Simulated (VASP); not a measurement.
Here is a VASP 6.6.1 calculation.

Contents of INCAR:

```
SYSTEM = Ir
PREC = Accurate
ENCUT = 600
EDIFF = 1E-6
ISMEAR = -1
SIGMA = 0.1
LREAL = .False.
LASPH = .True.
NELM = 100
ALGO = Normal
ISIF = 3
LWAVE = .False.
LCHARG = .False.
GGA = RP
IBRION = 2
NSW = 80
EDIFFG = -0.01
```

Contents of KPOINTS:

```
Automatic mesh
0
Gamma
  5 5 5
  0 0 0
```

Contents of POSCAR:

```
Ir
1.0
    4.8373408790      0.0000000000      0.0000000000
    0.0000000000      4.8373408790      0.0000000000
    0.0000000000      0.0000000000      4.8373408790
Ir
8
Direct
    0.0000000000      0.0000000000      0.0000000000
    0.5000000000      0.5000000000      0.5000000000
    0.2500000000      0.0000000000      0.5000000000
    0.7500000000      0.0000000000      0.5000000000
    0.5000000000      0.2500000000      0.0000000000
    0.5000000000      0.7500000000      0.0000000000
    0.0000000000      0.5000000000      0.2500000000
    0.0000000000      0.5000000000      0.7500000000
```

Potentials or basis: VASP PAW PBE potentials, release 64 (Ir).

Launch:

```bash
$ cat potpaw_PBE.64/Ir/POTCAR > POTCAR
$ mpirun -np 1 vasp_std > vasp.out
```

**Question.** Estimate the relaxed volume.

**Answer.** 15.34 Å³/atom.

**Question.** What does it give for the relaxed cell?

**Answer.** a = 4.969 Å, b = 4.969 Å, c = 4.969 Å, α = 90.00°, β = 90.00°, γ = 90.00°.

**Question.** Estimate the band gap on the k mesh.

**Answer.** Zero (band 36 reaches 9.64 eV, above the bottom of band 37 at 9.17 eV).

**Question.** Predict the space group after relaxing (to 0.05 Å).

**Answer.** Pm-3n (No. 223).

Final structure:
```
CELL_PARAMETERS angstrom
4.96893 0.00000 0.00000
0.00000 4.96893 0.00000
0.00000 0.00000 4.96893
ATOMIC_POSITIONS crystal
Ir 0.00000 0.00000 0.00000
Ir 0.50000 0.50000 0.50000
Ir 0.25000 0.00000 0.50000
Ir 0.75000 0.00000 0.50000
Ir 0.50000 0.25000 0.00000
Ir 0.50000 0.75000 0.00000
Ir 0.00000 0.50000 0.25000
Ir 0.00000 0.50000 0.75000
```

Caveat: the PAW data sets were made with another functional, which shifts forces and pressure a little; spin-orbit coupling is left out, which moves the levels of the heavy elements.
